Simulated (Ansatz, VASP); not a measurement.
One calculation of Sb, two programs

```
Sb
1.0
     2.15420    1.24373    3.75800
    -2.15420    1.24373    3.75800
     0.00000   -2.48746    3.75800
Sb
2
Direct
  0.76651 0.76651 0.76651
  0.23349 0.23349 0.23349
```

Alike in both runs: task relaxation of cell and atoms; functional revPBE; dispersion D3(BJ); k mesh 8 × 8 × 8; occupations fermi-dirac, width 0.05 eV; no spin polarisation.

|  | VASP | Ansatz |
| --- | --- | --- |
| version | VASP 6.6.1 | Ansatz 0.2.0 |
| potentials or method | VASP PAW PBE potentials, release 64 (Sb), cutoff 600 eV | all-electron LAPW, scalar-relativistic |

```csv
,VASP,Ansatz,Ansatz less VASP
relaxed volume (Å³/atom),28.84,28.88,+0.043
relaxed length of the cell vector where the two differ most in proportion (Å),4.381,4.386,+0.0051
```

VASP's potentials were made for PBE, not for revPBE. Ansatz ran all-electron here, and VASP with PAW potentials.

Neither program's run includes spin-orbit coupling.
